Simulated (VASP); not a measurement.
# Be2Co (P6/mmm) in VASP: single point with PBE

Aim: the single point of Be2Co with PBE.

Everything below comes from runs of VASP 6.6.1. Logs are shortened: lines on timing, memory, paths and dates and some standing lists are left out, and cuts for length are marked.

## (1) The cell of the first run

Symmetry: P6/mmm, No. 191, hexagonal system. The conventional cell has a = 3.501 Å, b = 3.501 Å, c = 2.391 Å, α = 90.00°, β = 90.00°, γ = 120.00°. Within 2.7 Å of Be (site symmetry -6m2) lie 5 Be at 2.02 to 2.39 Å and 6 Co at 2.35 Å. Co (site symmetry 6/mmm) has 12 Be at 2.35 Å and 2 Co at 2.39 Å within 3.1 Å.

## (2) Single point, PBE

POSCAR

```
Be2Co
1.0
    3.5007457219      0.0000000000      0.0000000000
   -1.7503728610      3.0317347273      0.0000000000
    0.0000000000      0.0000000000      2.3907682497
Be Co
2 1
Direct
    0.3333333333      0.6666666667      0.5000000000
    0.6666666667      0.3333333333      0.5000000000
    0.0000000000      0.0000000000      0.0000000000
```

INCAR.step1

```
SYSTEM = Be2Co
PREC = Accurate ; ENCUT = 520
EDIFF = 1E-7 ; ISMEAR = 0
SIGMA = 0.1 ; LREAL = .FALSE.
LASPH = .TRUE. ; NELM = 80
ALGO = Fast ; ISIF = 2
LWAVE = .FALSE. ; LCHARG = .TRUE.
LMAXMIX = 4 ; GGA = PE
NBANDS = 14
```

KPOINTS.step1

```
Automatic mesh
0
G
  18 18 20
  0 0 0
```

INCAR.step2

```
SYSTEM = Be2Co
PREC = Accurate ; ENCUT = 520
EDIFF = 1E-7 ; ISMEAR = -5
SIGMA = 0.1 ; LREAL = .FALSE.
LASPH = .TRUE. ; NELM = 80
ALGO = Fast ; ISIF = 2
LWAVE = .FALSE. ; LCHARG = .FALSE.
LMAXMIX = 4 ; GGA = PE
LORBIT = 11 ; NEDOS = 1001
ICHARG = 11
```

KPOINTS.step2

```
Automatic mesh
0
G
  27 27 30
  0 0 0
```

Potentials or basis: VASP PAW PBE potentials, release 64 (Be, Co).

The run is started by

```sh
$ cat potpaw_PBE.64/Be/POTCAR potpaw_PBE.64/Co/POTCAR > POTCAR
$ cp INCAR.step1 INCAR
$ cp KPOINTS.step1 KPOINTS
$ mpirun -np 1 vasp_std > vasp.out
$ cp INCAR.step2 INCAR
$ cp KPOINTS.step2 KPOINTS
$ mpirun -np 1 vasp_std > vasp.out
```

OUTCAR:

```text
SYSTEM = Be2Co
   PREC = Accurate
   ENCUT = 520
   EDIFF = 1E-7
   ISMEAR = -5
   LREAL = .FALSE.
   LASPH = .TRUE.
   NELM = 80
   ISIF = 2
   GGA = PE
   LORBIT = 11
   ICHARG = 11

 ion  position               nearest neighbor table
   1  0.333  0.667  0.500-   2 2.02   2 2.02   2 2.02   3 2.35   3 2.35   3 2.35   3 2.35   3 2.35
                             3 2.35
   2  0.667  0.333  0.500-   1 2.02   1 2.02   1 2.02   3 2.35   3 2.35   3 2.35   3 2.35   3 2.35
                             3 2.35
   3  0.000  0.000  0.000-   1 2.35   2 2.35   1 2.35   2 2.35   1 2.35   1 2.35   2 2.35   2 2.35
                             2 2.35   2 2.35   1 2.35   1 2.35

  LATTYP: Found a hexagonal cell.
 ALAT       =     3.5007457219
 C/A-ratio  =     0.6829311351

  Lattice vectors:

 A1 = (   3.5007457219,   0.0000000000,   0.0000000000)
 A2 = (  -1.7503728610,   3.0317347273,   0.0000000000)
 A3 = (   0.0000000000,   0.0000000000,   2.3907682497)

Analysis of symmetry for initial positions (statically):
=====================================================================
 Subroutine PRICEL returns:
 Original cell was already a primitive cell.

 Routine SETGRP: Setting up the symmetry group for a
 hexagonal supercell.

 Subroutine GETGRP returns: Found 24 space group operations
 (whereof 24 operations were pure point group operations)
 out of a pool of 24 trial point group operations.

The static configuration has the point symmetry D_6h.

Analysis of symmetry for dynamics (positions and initial velocities):
=====================================================================
 Subroutine PRICEL returns:
 Original cell was already a primitive cell.

 Routine SETGRP: Setting up the symmetry group for a
 hexagonal supercell.

 Subroutine GETGRP returns: Found 24 space group operations
 (whereof 24 operations were pure point group operations)
 out of a pool of 24 trial point group operations.

The dynamic configuration has the point symmetry D_6h.

 Subroutine INISYM returns: Found 24 space group operations
 (whereof 24 operations are pure point group operations),
 and found     1 'primitive' translations

----------------------------------------------------------------------------------------

                                     Primitive cell

  volume of cell :      25.3740

  direct lattice vectors                    reciprocal lattice vectors
     3.500745722  0.000000000  0.000000000     0.285653423  0.164922081  0.000000000
    -1.750372861  3.031734727  0.000000000     0.000000000  0.329844162  0.000000000
     0.000000000  0.000000000  2.390768250     0.000000000  0.000000000  0.418275590

  length of vectors
     3.500745722  3.500745722  2.390768250     0.329844162  0.329844162  0.418275590

  position of ions in fractional coordinates (direct lattice)
     0.333333333  0.666666667  0.500000000
     0.666666667  0.333333333  0.500000000
     0.000000000  0.000000000  0.000000000

  ion indices of the primitive-cell ions
   primitive index   ion index
                 1           1
                 2           2
                 3           3

----------------------------------------------------------------------------------------

 KPOINTS: Automatic mesh

Automatic generation of k-mesh.
 Grid dimensions read from file:
 generate k-points for:   27   27   30

 Generating k-lattice:

  Cartesian coordinates                     Fractional coordinates (reciprocal lattice)
     0.010579756  0.006108225  0.000000000     0.037037037  0.000000000  0.000000000
     0.000000000  0.012216450  0.000000000     0.000000000  0.037037037  0.000000000
     0.000000000  0.000000000  0.013942520     0.000000000  0.000000000  0.033333333

  Length of vectors
     0.012216450  0.012216450  0.013942520

  Shift w.r.t. Gamma in fractional coordinates (k-lattice)
     0.000000000  0.000000000  0.000000000

 TETIRR: Found  22170 inequivalent tetrahedra from   131220

 Subroutine IBZKPT returns following result:
 ===========================================

 Found   1200 irreducible k-points:

 Following reciprocal coordinates:
            Coordinates               Weight
  0.000000  0.000000  0.000000      1.000000
  0.037037  0.000000  0.000000      6.000000
  0.074074  0.000000  0.000000      6.000000
  0.111111  0.000000  0.000000      6.000000
  0.148148  0.000000  0.000000      6.000000
  0.185185  0.000000  0.000000      6.000000
[... 16 lines left out ...]
  0.333333  0.037037  0.000000     12.000000
  0.370370  0.037037  0.000000     12.000000
 [... further k-points ...]
   k-points           NKPTS =   1200   k-points in BZ     NKDIM =   1200   number of bands    NBANDS=     10
   number of dos      NEDOS =   1001   number of ions     NIONS =      3
   total plane-waves  NPLWV =  14112
   dimension x,y,z NGX =    28 NGY =   28 NGZ =   18
   dimension x,y,z NGXF=    56 NGYF=   56 NGZF=   36
   ions per type =               2   1
   NGX,Y,Z   is equivalent  to a cutoff of  13.30, 13.30, 12.52 a.u.
   NGXF,Y,Z  is equivalent  to a cutoff of  26.59, 26.59, 25.03 a.u.
 SYSTEM =  Be2Co
   PREC   = accura    normal or accurate (medium, high low for compatibility)
   ISTART =      0    job   : 0-new  1-cont  2-samecut
   ICHARG =     11    charge: 1-file 2-atom 10-const
   ISPIN  =      1    spin polarized calculation?
   LNONCOLLINEAR =      F non collinear calculations
   LSORBIT =      F    spin-orbit coupling
   LASPH  =      T    aspherical Exc in radial PAW
   ENCUT  =  520.0 eV  38.22 Ry    6.18 a.u.   6.51  6.51  4.45*2*pi/ulx,y,z
   NELM   =     80;   NELMIN=  2; NELMDL=  0     # of ELM steps
   EDIFF  = 0.1E-06   stopping-criterion for ELM
   LREAL  =      F    real-space projection
   EDIFFG = 0.1E-05   stopping-criterion for IOM
   NSW    =      0    number of steps for IOM
   IBRION =     -1    ionic relax: 0-MD 1-quasi-New 2-CG
   NFREE  =      0    steps in history (QN), initial steepest desc. (CG)
   ISIF   =      2    stress and relaxation
   ISYM   =      2    0-nonsym 1-usesym 2-fastsym
   POTIM  = 0.5000    time-step for ionic-motion
   TEBEG  =    0.0;   TEEND  =   0.0 temperature during run
   PSTRESS=    0.0 pullay stress
   NELECT =      13.0000    total number of electrons
   NUPDOWN=      -1.0000    fix difference up-down
   EMIN   =  10.00;   EMAX   =-10.00  energy-range for DOS
   EFERMI =   0.00;   METHOD = LEGACY
   ISMEAR =    -5;   SIGMA  =   0.10  broadening in eV -4-tet -1-fermi 0-gaus
   EFERMI_NEDOS =   21; number of points for ismear=-14 and -15
   IALGO  =     68    algorithm
   IMIX   =      4    mixing-type and parameters
     AMIX     =   0.40;   BMIX     =  1.00
     AMIX_MAG =   1.60;   BMIX_MAG =  1.00
  volume/ion in A,a.u.               =       8.46        57.08
  Fermi-wavevector in a.u.,A,eV,Ry     =   1.309965  2.475474 23.347693  1.716007
  Thomas-Fermi vector in A             =   2.440527
   LORBIT       =     11    0 simple, 1 ext, 2 COOP (PROOUT), +10 PAW based schemes
   GGA     = PE    functional components
   LHFCALC =     F    Hartree Fock is set to
   AEXX    =    0.0000 exact exchange contribution
   IVDW    =     0    specifies the selected vdW correction
   LEPSILON=     F    determine dielectric tensor
   LRPA    =     F    only Hartree local field effects (RPA)
 non-spin polarized calculation
 RMM-DIIS sequential band-by-band and
 Fermi weights with tetrahedron method with Bloechl corrections
  energy-cutoff  :      520.00
  volume of cell :       25.37
 maximum number of plane-waves:       716
 NGX is ok and might be reduce to    28

 number of electron      12.9999999 magnetization

 Free energy of the ion-electron system (eV)
  ---------------------------------------------------
  ext. energy  EPLUGINS =         0.00000000
  ---------------------------------------------------
  free energy    TOTEN  =       -15.36910593 eV

  energy without entropy =      -15.36910593  energy(sigma->0) =      -15.36910593

 E-fermi :   8.1446     XC(G=0): -11.9485

 val. band max:        8.1442384912   @ k =   0.2963   0.2963   0.2667
 cond. band min:       8.1270778494   @ k =   0.1481   0.1481   0.0000
 fundamental gap:     -0.0171606417
 Fermi energy:         8.1445879305

 k-point     1 :       0.0000    0.0000    0.0000
  band No.  band energies     occupation
      1      -1.8126      2.00000
      2       5.0157      2.00000
      3       5.0157      2.00000
      4       5.3527      2.00000
      5       7.9413      2.00000
      6       7.9413      2.00000
      7      12.0786      0.00000
      8      12.0787      0.00000
      9      12.4314      0.00000
     10      12.4314      0.00000

 k-point     2 :       0.0370    0.0000    0.0000
  band No.  band energies     occupation
      1      -1.7936      2.00000
      2       4.9975      2.00000
      3       5.0242      2.00000
      4       5.3513      2.00000
      5       7.9380      2.00000
      6       7.9409      2.00000
      7      11.6054      0.00000
      8      11.6464      0.00000
      9      12.8547      0.00000
     10      12.8953      0.00000

 k-point     3 :       0.0741    0.0000    0.0000
  band No.  band energies     occupation
      1      -1.7366      2.00000
      2       4.9422      2.00000
      3       5.0498      2.00000
      4       5.3474      2.00000
      5       7.9282      2.00000
      6       7.9395      2.00000
      7      10.9744      0.00000
      8      11.1067      0.00000
      9      13.3316      0.00000
     10      13.5300      0.00000
[... 248 lines left out ...]
 k-point    23 :       0.3333    0.0370    0.0000
  band No.  band energies     occupation
      1      -0.1511      2.00000
      2       3.1696      2.00000
      3       5.2028      2.00000
      4       5.8002      2.00000
      5       7.3950      2.00000
      6       7.7574      2.00000
      7       7.9121      2.00000
      8       7.9127      2.19715
      9      14.5245      0.00000
     10      19.1514      0.00000

 k-point    24 :       0.3704    0.0370    0.0000
  band No.  band energies     occupation
      1       0.1891      2.00000
      2       2.7696      2.00000
      3       5.1855      2.00000
      4       5.9529      2.00000
      5       7.2121      2.00000
      6       7.6142      2.00000
      7       7.7395      2.00000
      8       7.9090      2.00076
      9      14.5468      0.00000
     10      20.0237      0.00000

 [... further k-points ...]

------------------------ aborting loop because EDIFF is reached ----------------------------------------

  FORCE on cell =-STRESS in cart. coord.  units (eV):
  Direction    XX          YY          ZZ          XY          YZ          ZX
  --------------------------------------------------------------------------------------
  -------------------------------------------------------------------------------------
  Total        0.0434188      0.0434188      0.0405318     -0.0000000      0.0000000      0.0000000
  in kB        2.7415668      2.7415668      2.5592754     -0.0000000      0.0000000      0.0000000
  external PRESSURE =       2.6808030 kB  Pullay stress =       0.0000000 kB

 VOLUME and BASIS-vectors are now :
 -----------------------------------------------------------------------------
  energy-cutoff  :      520.00
  volume of cell :       25.37
      direct lattice vectors                 reciprocal lattice vectors
     3.500745722  0.000000000  0.000000000     0.285653423  0.164922081  0.000000000
    -1.750372861  3.031734727  0.000000000     0.000000000  0.329844162  0.000000000
     0.000000000  0.000000000  2.390768250     0.000000000  0.000000000  0.418275590

 POSITION                                       TOTAL-FORCE (eV/Angst)
 -----------------------------------------------------------------------------------
     -0.00000      2.02116      1.19538         0.000000      0.000000      0.000000
      1.75037      1.01058      1.19538        -0.000000     -0.000000      0.000000
      0.00000      0.00000      0.00000        -0.000000      0.000000      0.000000
 -----------------------------------------------------------------------------------
    total drift:                               -0.000000      0.000000      0.000000

  FREE ENERGIE OF THE ION-ELECTRON SYSTEM (eV)
  ---------------------------------------------------
  free  energy   TOTEN  =       -15.3691059324 eV

  energy  without entropy=      -15.3691059324  energy(sigma->0) =      -15.36910593

 total charge

# of ion       s       p       d       tot
------------------------------------------
    1        0.458   0.743   0.000   1.201
    2        0.458   0.743   0.000   1.201
    3        0.478   0.593   7.409   8.480
--------------------------------------------------
tot          1.393   2.079   7.409  10.881
```

Wall time 11 min (1 thread of Intel Xeon 8259CL, shared host); peak memory 0.5 GiB.

What came out:

```
Valence electrons inside the program's atomic spheres : Be 1.20; Co 8.48
```

Caveat: the run has no spin polarisation, though such a crystal can be magnetic. Spin polarisation is off, so any magnetic state and its effect on volume and gap are missing.
